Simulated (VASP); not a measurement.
HgTe, 2 atoms in the cell. Symmetry: Fm-3m, No. 225, cubic system. Conventional cell: a = 6.143 Å, b = 6.143 Å, c = 6.143 Å, α = 90.00°, β = 90.00°, γ = 90.00°. Hg (site symmetry m-3m) has 6 Te at 3.07 Å within 4.0 Å. Te (site symmetry m-3m) has 6 Hg at 3.07 Å within 4.0 Å. 

```yaml
Program: VASP 6.6.1
Task: single point
Functional: PBE
Potentials_or_basis: VASP PAW PBE potentials, release 64 (Hg, Te)
Cutoff: 520 eV
k_mesh: 9 × 9 × 9
Occupations: fermi-dirac, width 0.1 eV
Spin: no spin polarisation
Dipole_correction: no
Further_INCAR_settings: ALGO = Normal; EDIFF = 1e-06; NBANDS = 16
```

Potentials or basis: VASP PAW PBE potentials, release 64 (Hg, Te).

Launch:

```bash
$ cat potpaw_PBE.64/Hg/POTCAR potpaw_PBE.64/Te/POTCAR > POTCAR
$ mpirun -np 1 vasp_std > vasp.out
```

Hardware: 1 thread of Intel(R) Xeon(R) 6975P-C (Granite Rapids) (shared host).

Task: Estimate the wall time of this run.

Result: Run time: 9.4 s on 1 thread of Intel(R) Xeon(R) 6975P-C (Granite Rapids), with other jobs on the host, peak memory 0.19 GiB. Counts: scf iterations 12, k points 35.
